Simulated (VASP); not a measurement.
# TaN (P-6m2) in VASP: a series of runs

The runs below take TaN through single point, with PBEsol.

Everything below comes from runs of VASP 6.6.1. Logs are shortened: lines on timing, memory, paths and dates and some standing lists are left out, and cuts for length are marked.

### 1 The cell of the first run

Symmetry: P-6m2, No. 187, hexagonal system. Conventional cell: a = 2.888 Å, b = 2.888 Å, c = 2.834 Å, α = 90.00°, β = 90.00°, γ = 120.00°. Within 2.9 Å of Ta (site symmetry -6m2) lie 6 N at 2.19 Å and 8 Ta at 2.83 to 2.89 Å. Within 2.9 Å of N (site symmetry -6m2) lie 6 Ta at 2.19 Å and 8 N at 2.83 to 2.89 Å.

### 2 Single point, PBEsol

File INCAR:

```
SYSTEM = TaN
PREC = Accurate
ENCUT = 520
EDIFF = 1E-7
ISMEAR = -1
SIGMA = 0.15
LREAL = .FALSE.
LASPH = .TRUE.
NELM = 60
ALGO = Normal
ISIF = 2
LWAVE = .FALSE.
LCHARG = .TRUE.
GGA = PS
LELF = .TRUE.
LVHAR = .TRUE.
NBANDS = 15
```

File KPOINTS:

```
Automatic mesh
0
G
  11 11 10
  0 0 0
```

File POSCAR:

```
TaN
1.0
    2.8881937680      0.0000000000      0.0000000000
   -1.4440968840      2.5012495316      0.0000000000
    0.0000000000      0.0000000000      2.8341261515
Ta N
1 1
Direct
    0.3333333333      0.6666666667      0.5000000000
    0.0000000000      0.0000000000      0.0000000000
```

Potentials or basis: VASP PAW PBE potentials, release 64 (Ta_pv, N).

Launch:

```
$ cat potpaw_PBE.64/Ta_pv/POTCAR potpaw_PBE.64/N/POTCAR > POTCAR
$ mpirun -np 1 vasp_std > vasp.out
```

OUTCAR:

```text
SYSTEM = TaN
   PREC = Accurate
   ENCUT = 520
   EDIFF = 1E-7
   ISMEAR = -1
   LREAL = .FALSE.
   LASPH = .TRUE.
   NELM = 60
   ISIF = 2
   GGA = PS

 ion  position               nearest neighbor table
   1  0.333  0.667  0.500-   2 2.19   2 2.19   2 2.19   2 2.19   2 2.19   2 2.19
   2  0.000  0.000  0.000-   1 2.19   1 2.19   1 2.19   1 2.19   1 2.19   1 2.19

  LATTYP: Found a hexagonal cell.
 ALAT       =     2.8881937680
 C/A-ratio  =     0.9812797822

  Lattice vectors:

 A1 = (   2.8881937680,   0.0000000000,   0.0000000000)
 A2 = (  -1.4440968840,   2.5012495316,   0.0000000000)
 A3 = (   0.0000000000,   0.0000000000,   2.8341261515)

Analysis of symmetry for initial positions (statically):
=====================================================================
 Subroutine PRICEL returns:
 Original cell was already a primitive cell.

 Routine SETGRP: Setting up the symmetry group for a
 hexagonal supercell.

 Subroutine GETGRP returns: Found 12 space group operations
 (whereof 12 operations were pure point group operations)
 out of a pool of 24 trial point group operations.

The static configuration has the point symmetry D_3h.

Analysis of symmetry for dynamics (positions and initial velocities):
=====================================================================
 Subroutine PRICEL returns:
 Original cell was already a primitive cell.

 Routine SETGRP: Setting up the symmetry group for a
 hexagonal supercell.

 Subroutine GETGRP returns: Found 12 space group operations
 (whereof 12 operations were pure point group operations)
 out of a pool of 24 trial point group operations.

The dynamic configuration has the point symmetry D_3h.

 Subroutine INISYM returns: Found 12 space group operations
 (whereof 12 operations are pure point group operations),
 and found     1 'primitive' translations

----------------------------------------------------------------------------------------

                                     Primitive cell

  volume of cell :      20.4740

  direct lattice vectors                    reciprocal lattice vectors
     2.888193768  0.000000000  0.000000000     0.346237157  0.199900087  0.000000000
    -1.444096884  2.501249532  0.000000000     0.000000000  0.399800175  0.000000000
     0.000000000  0.000000000  2.834126152     0.000000000  0.000000000  0.352842445

  length of vectors
     2.888193768  2.888194078  2.834126152     0.399800218  0.399800175  0.352842445

  position of ions in fractional coordinates (direct lattice)
     0.333333333  0.666666667  0.500000000
     0.000000000  0.000000000  0.000000000
[... 89 lines left out ...]
   NUPDOWN=      -1.0000    fix difference up-down
   EMIN   =  10.00;   EMAX   =-10.00  energy-range for DOS
   EFERMI =   0.00;   METHOD = LEGACY
   ISMEAR =    -1;   SIGMA  =   0.15  broadening in eV -4-tet -1-fermi 0-gaus
   EFERMI_NEDOS =   21; number of points for ismear=-14 and -15
   IALGO  =     38    algorithm
   IMIX   =      4    mixing-type and parameters
     AMIX     =   0.40;   BMIX     =  1.00
     AMIX_MAG =   1.60;   BMIX_MAG =  1.00
  volume/ion in A,a.u.               =      10.24        69.08
  Fermi-wavevector in a.u.,A,eV,Ry     =   1.507928  2.849571 30.937571  2.273847
  Thomas-Fermi vector in A             =   2.618450
   LORBIT       =      0    0 simple, 1 ext, 2 COOP (PROOUT), +10 PAW based schemes
   GGA     = PS    functional components
   LHFCALC =     F    Hartree Fock is set to
   AEXX    =    0.0000 exact exchange contribution
   IVDW    =     0    specifies the selected vdW correction
   LEPSILON=     F    determine dielectric tensor
   LRPA    =     F    only Hartree local field effects (RPA)
 non-spin polarized calculation
  energy-cutoff  :      520.00
  volume of cell :       20.47
 maximum number of plane-waves:       574
 NGX is ok and might be reduce to    24
   NGX = 11   NGY = 11   NGZ = 11

 number of electron      15.9999999 magnetization

 Free energy of the ion-electron system (eV)
  ---------------------------------------------------
  ext. energy  EPLUGINS =         0.00000000
  ---------------------------------------------------
  free energy    TOTEN  =       -23.76884328 eV

  energy without entropy =      -23.75928371  energy(sigma->0) =      -23.76406349

 E-fermi :   8.6819     XC(G=0): -13.7871

 val. band max:        8.6069453390   @ k =   0.0000   0.0000   0.4000
 cond. band min:       8.8298010914   @ k =   0.0909  -0.0000   0.5000
 fundamental gap:      0.2228557524
 Fermi energy:         8.6818859420

 k-point     1 :       0.0000    0.0000    0.0000
  band No.  band energies     occupation
      1     -25.9915      2.00000
      2     -25.6954      2.00000
      3     -25.6954      2.00000
      4      -9.4945      2.00000
      5       3.8427      2.00000
      6       3.8427      2.00000
      7       4.1647      2.00000
      8       5.6709      2.00000
      9      11.2424      0.00000
     10      12.4799      0.00000
     11      12.4799      0.00000
     12      12.9201      0.00000
     13      12.9201      0.00000
     14      21.9795      0.00000
[... 401 lines left out ...]
      2     -26.0137      2.00000
      3     -25.8419      2.00000
      4      -8.2052      2.00000
      5       1.7974      2.00000
      6       3.5980      2.00000
      7       4.5378      2.00000
      8       5.8886      2.00000
      9      10.5750      0.00001
     10      11.7430      0.00000
     11      13.3718      0.00000
     12      13.9273      0.00000
     13      15.1994      0.00000
     14      21.8002      0.00000
     15      22.2414      0.00000

 [... further k-points ...]

------------------------ aborting loop because EDIFF is reached ----------------------------------------

  FORCE on cell =-STRESS in cart. coord.  units (eV):
  Direction    XX          YY          ZZ          XY          YZ          ZX
  --------------------------------------------------------------------------------------
  -------------------------------------------------------------------------------------
  Total        1.9374568      1.9374574      2.1856125      0.0000000     -0.0000000      0.0000000
  in kB      151.6142729    151.6143163    171.0335182      0.0000000     -0.0000000      0.0000000
  external PRESSURE =     158.0873691 kB  Pullay stress =       0.0000000 kB

 VOLUME and BASIS-vectors are now :
 -----------------------------------------------------------------------------
  energy-cutoff  :      520.00
  volume of cell :       20.47
      direct lattice vectors                 reciprocal lattice vectors
     2.888193768  0.000000000  0.000000000     0.346237157  0.199900087  0.000000000
    -1.444096884  2.501249532  0.000000000     0.000000000  0.399800175  0.000000000
     0.000000000  0.000000000  2.834126152     0.000000000  0.000000000  0.352842445

 POSITION                                       TOTAL-FORCE (eV/Angst)
 -----------------------------------------------------------------------------------
     -0.00000      1.66750      1.41706         0.000000      0.000000      0.000000
      0.00000      0.00000      0.00000        -0.000000     -0.000000      0.000000
 -----------------------------------------------------------------------------------
    total drift:                                0.000000      0.000005     -0.000000

  FREE ENERGIE OF THE ION-ELECTRON SYSTEM (eV)
  ---------------------------------------------------
  free  energy   TOTEN  =       -23.7688432760 eV

  energy  without entropy=      -23.7592837122  energy(sigma->0) =      -23.76406349
```

OSZICAR:

```text
N       E                     dE             d eps       ncg     rms          rms(c)
DAV:   1     0.915055027187E+02    0.91506E+02   -0.88186E+03  2880   0.114E+03
DAV:   2    -0.232883503190E+02   -0.11479E+03   -0.10831E+03  3447   0.310E+02
DAV:   3    -0.260576264387E+02   -0.27693E+01   -0.27574E+01  3314   0.450E+01
DAV:   4    -0.260679288069E+02   -0.10302E-01   -0.10299E-01  3734   0.300E+00
DAV:   5    -0.260679853020E+02   -0.56495E-04   -0.56494E-04  3335   0.206E-01    0.264E+01
DAV:   6    -0.238498361961E+02    0.22181E+01   -0.34234E+00  3714   0.224E+01    0.115E+01
DAV:   7    -0.238022810747E+02    0.47555E-01   -0.56722E-01  3111   0.571E+00    0.759E+00
DAV:   8    -0.237761784406E+02    0.26103E-01   -0.12247E-01  3580   0.293E+00    0.156E+00
DAV:   9    -0.237689298087E+02    0.72486E-02   -0.14358E-02  3216   0.995E-01    0.169E-01
DAV:  10    -0.237689191257E+02    0.10683E-04   -0.10768E-03  3615   0.386E-01    0.830E-02
DAV:  11    -0.237688426037E+02    0.76522E-04   -0.10477E-04  3349   0.111E-01    0.903E-03
DAV:  12    -0.237688433205E+02   -0.71684E-06   -0.12568E-05  3076   0.325E-02    0.555E-03
DAV:  13    -0.237688432760E+02    0.44557E-07   -0.46235E-08  2665   0.198E-03
   1 F= -.23768843E+02 E0= -.23764063E+02  d E =-.955956E-02
```

Wall time 10 s (1 thread of Intel Xeon 6975P-C (Granite Rapids), shared host); peak memory 0.16 GiB.

Results:

| Property | Result |
| --- | --- |
| Free energy | -23.7688 eV |
| Pressure | 15.8 GPa |
| Band gap on the k mesh | zero (band 8 reaches 9.05 eV, above the bottom of band 9 at 8.52 eV) |

Stress tensor (GPa, compression positive):
```
15.16  0.00  0.00
 0.00 15.16  0.00
 0.00  0.00 17.10
```

Caveat: the PAW data sets were made with another functional, which shifts forces and pressure a little; spin-orbit coupling is left out, which moves the levels of the heavy elements.

### 3 Single point, PBEsol

This run uses another cell than the first one, of 10.51 Å³/atom, 1.026 times its volume.

File INCAR:

```
SYSTEM = TaN
PREC = Accurate
ENCUT = 520
EDIFF = 1E-6
ISMEAR = -1
SIGMA = 0.15
LREAL = .FALSE.
LASPH = .TRUE.
NELM = 100
ALGO = Normal
ISIF = 2
LWAVE = .FALSE.
LCHARG = .FALSE.
GGA = PS
NBANDS = 15
```

File KPOINTS:

```
regular mesh
0
G
  11 11 10
  0 0 0
```

File POSCAR:

```
TaN
1.0
    2.9133097571      0.0000000000      0.0000000000
   -1.4566548785      2.5230006193      0.0000000000
    0.0000000000      0.0000000000      2.8587719638
Ta N
1 1
Direct
    0.3333333333      0.6666666667      0.5000000000
    0.0000000000      0.0000000000      0.0000000000
```

Potentials or basis: VASP PAW PBE potentials, release 64 (Ta_pv, N).

Launch:

```
$ cat potpaw_PBE.64/Ta_pv/POTCAR potpaw_PBE.64/N/POTCAR > POTCAR
$ mpirun -np 1 vasp_std > vasp.out
```

Wall time 11 s (1 thread of Intel Xeon 6975P-C (Granite Rapids), shared host); peak memory 0.16 GiB.

The run converged. Its results:

- Free energy: -23.8042 eV
- Pressure: 5.2 GPa
- Band gap on the k mesh: zero (band 8 reaches 8.76 eV, above the bottom of band 9 at 8.25 eV)

Stress tensor (GPa, compression positive):
```
4.95 0.00 0.00
0.00 4.95 0.00
0.00 0.00 5.67
```

Levels at points of the mesh, in eV from the Fermi level:
| k point | band 5 | band 6 | band 7 | band 8 | band 9 | band 10 | band 11 | band 12 |
| --- | --- | --- | --- | --- | --- | --- | --- | --- |
| (0.00, 0.00, 0.00) | -4.71 | -4.71 | -4.38 | -2.98 | 2.37 | 3.68 | 3.68 | 4.09 |
| (0.00, 0.00, 0.50) | -9.58 | -3.87 | -3.87 | -0.15 | -0.15 | 2.48 | 3.34 | 3.34 |

Caveat: the PAW data sets were made with another functional, which shifts forces and pressure a little; spin-orbit coupling is left out, which moves the levels of the heavy elements.

### 4 Single point, PBEsol

This run uses another cell than the first one, of 10.78 Å³/atom, 1.053 times its volume.

File INCAR:

```
SYSTEM = TaN
ALGO = Normal ; EDIFF = 1E-6
ENCUT = 520 ; GGA = PS
ISIF = 2 ; ISMEAR = -1
LASPH = .TRUE. ; LCHARG = .TRUE.
LELF = .TRUE. ; LREAL = .FALSE.
LVHAR = .TRUE. ; LWAVE = .FALSE.
NBANDS = 15 ; NELM = 60
PREC = Accurate ; SIGMA = 0.15
```

File KPOINTS:

```
k-points
0
G
  11 11 10
  0 0 0
```

File POSCAR:

```
TaN
1.0
    2.9380000000      0.0000000000      0.0000000000
   -1.4690000000      2.5443830000      0.0000000000
    0.0000000000      0.0000000000      2.8830000000
Ta N
1 1
Direct
    0.3333333333      0.6666666667      0.5000000000
    0.0000000000      0.0000000000      0.0000000000
```

Launch:

```
$ cat potpaw_PBE.64/Ta_pv/POTCAR potpaw_PBE.64/N/POTCAR > POTCAR
$ mpirun -np 1 vasp_std > vasp.out
```

It took 10 s on 1 thread of Intel Xeon 6975P-C (Granite Rapids), shared host; peak memory 0.16 GiB.

Results (log left out):

| Property | Result |
| --- | --- |
| Free energy | -23.8062 eV |
| Pressure | -4.1 GPa |
| Band gap on the k mesh | zero (band 8 reaches 8.49 eV, above the bottom of band 9 at 7.99 eV) |

Stress tensor (GPa, compression positive):
```
-3.97  0.00  0.00
 0.00 -3.97  0.00
 0.00  0.00 -4.32
```

Levels at points of the mesh, in eV from the Fermi level:
```tsv
k point	band 4	band 5	band 6	band 7	band 8	band 9	band 10	band 11	band 12	band 13
(0.00, 0.00, 0.00)	-17.77	-4.59	-4.59	-4.26	-2.94	2.18	3.57	3.57	3.95	3.95
(0.00, 0.00, 0.50)	-15.08	-9.42	-3.78	-3.78	-0.13	-0.13	2.41	3.27	3.27	8.11
```

Caveat: the PAW data sets were made with another functional, which shifts forces and pressure a little; spin-orbit coupling is left out, which moves the levels of the heavy elements.

### 5 Single point, PBEsol

This run uses another cell than the first one, of 11.05 Å³/atom, 1.079 times its volume.

File INCAR:

```
SYSTEM = TaN
ALGO = Normal
EDIFF = 1E-6
ENCUT = 520
GGA = PS
ISIF = 2
ISMEAR = -1
LASPH = .True.
LCHARG = .False.
LREAL = .False.
LWAVE = .False.
NBANDS = 15
NELM = 80
PREC = Accurate
SIGMA = 0.15
```

File KPOINTS:

```
k-points
0
Gamma
  11 11 10
  0 0 0
```

File POSCAR:

```
TaN
1.0
    2.9622820929      0.0000000000      0.0000000000
   -1.4811410464      2.5654119123      0.0000000000
    0.0000000000      0.0000000000      2.9068275268
Ta N
1 1
Direct
    0.3333333333      0.6666666667      0.5000000000
    0.0000000000      0.0000000000      0.0000000000
```

Potentials or basis: VASP PAW PBE potentials, release 64 (Ta_pv, N).

Launch:

```
$ cat potpaw_PBE.64/Ta_pv/POTCAR potpaw_PBE.64/N/POTCAR > POTCAR
$ mpirun -np 1 vasp_std > vasp.out
```

OUTCAR:

```text
SYSTEM = TaN
   EDIFF = 1E-6
   ENCUT = 520
   GGA = PS
   ISIF = 2
   ISMEAR = -1
   LASPH = .True.
   LREAL = .False.
   NELM = 80
   PREC = Accurate

 ion  position               nearest neighbor table
   1  0.333  0.667  0.500-   2 2.24   2 2.24   2 2.24   2 2.24   2 2.24   2 2.24
   2  0.000  0.000  0.000-   1 2.24   1 2.24   1 2.24   1 2.24   1 2.24   1 2.24

  LATTYP: Found a hexagonal cell.
 ALAT       =     2.9622820929
 C/A-ratio  =     0.9812797822

  Lattice vectors:

 A1 = (   2.9622820929,   0.0000000000,   0.0000000000)
[... 609 lines left out ...]
     10      10.6600      0.00000
     11      11.9636      0.00000
     12      12.5914      0.00000
     13      13.7068      0.00000
     14      20.4638      0.00000
     15      21.1338      0.00000

 [... further k-points ...]
[... 5 lines left out ...]
  --------------------------------------------------------------------------------------
  -------------------------------------------------------------------------------------
  Total       -1.6211092     -1.6211096     -1.7981318     -0.0000000      0.0000000      0.0000000
  in kB     -117.5763725   -117.5764061   -130.4155361     -0.0000000      0.0000000      0.0000000
  external PRESSURE =    -121.8561049 kB  Pullay stress =       0.0000000 kB

 VOLUME and BASIS-vectors are now :
 -----------------------------------------------------------------------------
  energy-cutoff  :      520.00
  volume of cell :       22.09
      direct lattice vectors                 reciprocal lattice vectors
     2.962282093  0.000000000  0.000000000     0.337577573  0.194900475  0.000000000
    -1.481141046  2.565411912  0.000000000     0.000000000  0.389800950  0.000000000
     0.000000000  0.000000000  2.906827527     0.000000000  0.000000000  0.344017659

 POSITION                                       TOTAL-FORCE (eV/Angst)
 -----------------------------------------------------------------------------------
     -0.00000      1.71027      1.45341         0.000000      0.000000      0.000000
      0.00000      0.00000      0.00000        -0.000000      0.000000      0.000000
 -----------------------------------------------------------------------------------
    total drift:                                0.000000      0.000005     -0.000000

  FREE ENERGIE OF THE ION-ELECTRON SYSTEM (eV)
  ---------------------------------------------------
  free  energy   TOTEN  =       -23.7789890162 eV

  energy  without entropy=      -23.7694552948  energy(sigma->0) =      -23.77422216
```

OSZICAR:

```text
N       E                     dE             d eps       ncg     rms          rms(c)
DAV:   1     0.888515137524E+02    0.88852E+02   -0.87333E+03  2880   0.113E+03
DAV:   2    -0.233006470623E+02   -0.11215E+03   -0.10554E+03  3461   0.302E+02
DAV:   3    -0.261276852517E+02   -0.28270E+01   -0.28114E+01  3216   0.448E+01
DAV:   4    -0.261399644029E+02   -0.12279E-01   -0.12276E-01  3818   0.315E+00
DAV:   5    -0.261400407834E+02   -0.76380E-04   -0.76381E-04  3265   0.233E-01    0.226E+01
DAV:   6    -0.239036722718E+02    0.22364E+01   -0.35518E+00  3791   0.224E+01    0.961E+00
DAV:   7    -0.238166976499E+02    0.86975E-01   -0.51323E-01  3307   0.585E+00    0.662E+00
DAV:   8    -0.237862736564E+02    0.30424E-01   -0.17445E-01  3517   0.345E+00    0.140E+00
DAV:   9    -0.237791430602E+02    0.71306E-02   -0.16260E-02  3286   0.104E+00    0.206E-01
DAV:  10    -0.237790503926E+02    0.92668E-04   -0.10146E-03  3566   0.372E-01    0.887E-02
DAV:  11    -0.237789886436E+02    0.61749E-04   -0.75964E-05  3426   0.954E-02    0.121E-02
DAV:  12    -0.237789890044E+02   -0.36086E-06   -0.10002E-05  3181   0.273E-02    0.388E-03
DAV:  13    -0.237789890162E+02   -0.11764E-07   -0.25136E-08  1629   0.160E-03
   1 F= -.23778989E+02 E0= -.23774222E+02  d E =-.953372E-02
```

Wall time 9.9 s (1 thread of Intel Xeon 6975P-C (Granite Rapids), shared host); peak memory 0.16 GiB.

Results:

- Free energy: -23.7790 eV
- Pressure: -12.2 GPa
- Band gap on the k mesh: zero (band 8 reaches 8.22 eV, above the bottom of band 9 at 7.74 eV)

Caveat: the PAW data sets were made with another functional, which shifts forces and pressure a little; spin-orbit coupling is left out, which moves the levels of the heavy elements.

[end of part 1 of 2]
